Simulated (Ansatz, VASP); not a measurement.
Two plane-wave programs on ZnSe

POSCAR

```
ZnSe
1.0
    0.0000000000      2.7556659633      2.8324246719
    2.7556659633      0.0000000000      2.8324246719
    2.7556659633      2.7556659633      0.0000000000
Zn Se
1 1
Direct
    0.0000000000      0.0000000000      0.0000000000
    0.2500000000      0.2500000000      0.2500000000
```

File INCAR.step1:

```
SYSTEM = ZnSe
PREC = Accurate
ENCUT = 520
ISMEAR = 0
SIGMA = 0.01
LREAL = .FALSE.
LASPH = .TRUE.
NELM = 60
NBANDS = 16
GGA = PE
ALGO = Normal
EDIFF = 1E-4
LWAVE = .TRUE.
LCHARG = .FALSE.
```

File INCAR.step2:

```
SYSTEM = ZnSe
PREC = Accurate
ENCUT = 520
EDIFF = 1E-6
ISMEAR = 0
SIGMA = 0.01
LREAL = .FALSE.
LASPH = .TRUE.
NELM = 60
ALGO = Normal
ISIF = 2
LWAVE = .FALSE.
LCHARG = .FALSE.
METAGGA = R2SCAN
LMIXTAU = .TRUE.
NBANDS = 16
ISTART = 1
```

KPOINTS

```
regular mesh
0
G
  8 8 8
  0 0 0
```

Input for Ansatz:

```yaml
crystal:
  lattice:
    - [0.0, 2.7556659633, 2.8324246719]
    - [2.7556659633, 0.0, 2.8324246719]
    - [2.7556659633, 2.7556659633, 0.0]
  atoms:
    - { symbol: Zn, position: [0.0, 0.0, 0.0] }
    - { symbol: Se, position: [0.25, 0.25, 0.25] }
kpoints:
  mp_grid: { grid: [8, 8, 8] }
  band_path:
    path:
      - [0.0, 0.0, 0.0]
      - [-0.5, -0.5, 0.0]
      - [-0.375, -0.375, 0.25]
      - [-0.375, 0.0, 0.375]
      - [0.0, 0.0, 0.5]
      - [-0.5, -0.25, 0.25]
    npoints: 1
hamiltonian:
  xc: r2scan
scf:
  occupations: { method: fixed }
  n_extra_bands: 4
output:
  forces: true
  stress: true
  eigenvalues: true
```

Change from the starting cell: biaxial_xy strain -2.7%.

Alike in both runs: task single point; functional r2SCAN; k mesh 8 × 8 × 8; no spin polarisation.

|  | VASP | Ansatz |
| --- | --- | --- |
| version | VASP 6.6.1 | Ansatz 0.2.0 |
| potentials or method | VASP PAW PBE potentials, release 64 (Zn, Se) | plane waves, PAW |
| plane-wave cutoff (eV) | 520 | 500 |
| occupations | gaussian, width 0.01 eV | fixed |
| valence electrons in the cell | 18 | 28 |

Ansatz gave:

```
gap on the k mesh at the Fermi level (eV)                     : 2.07
pressure (GPa)                                                : 4.1
traceless stress, the component that is largest in VASP (GPa) : -0.70
```

Q: Estimate VASP's values.

A: gap on the k mesh at the Fermi level (eV): 2.08; pressure (GPa): 4.2; traceless stress, the component that is largest in VASP (GPa): -0.72.

VASP's potentials were made for PBE, not for r2SCAN. VASP's potentials hold 18 valence electrons a cell and Ansatz's 28, so a difference there can come from the potentials and not from the codes.
